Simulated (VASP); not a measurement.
A run of VASP 6.6.1 is set up as follows.

File INCAR:

```
PREC = Accurate
ENCUT = 520
EDIFF = 1E-6
ISMEAR = -1
SIGMA = 0.15
LREAL = False
LASPH = True
NELM = 60
ALGO = Fast
ISIF = 2
LWAVE = False
LCHARG = True
GGA = CA
LELF = True
LVHAR = True
NBANDS = 18
```

Contents of KPOINTS:

```
regular mesh
0
Gamma
  12 12 12
```

File POSCAR:

```
TiAl3
1.0
   -1.8924954949      1.8924954949      4.2322654653
    1.8924954949     -1.8924954949      4.2322654653
    1.8924954949      1.8924954949     -4.2322654653
Ti Al
1 3
Direct
    0.0000000000      0.0000000000      0.0000000000
    0.5000000000      0.5000000000      0.0000000000
    0.7500000000      0.2500000000      0.5000000000
    0.2500000000      0.7500000000      0.5000000000
```

Potentials or basis: VASP PAW LDA potentials, release 64 (Ti_sv, Al).

The run is started by

```console
$ cat potpaw_LDA.64/Ti_sv/POTCAR potpaw_LDA.64/Al/POTCAR > POTCAR
$ mpirun -np 1 vasp_std > vasp.out
```

(1) Predict the pressure.

## Answers

(1) 0.2 GPa.
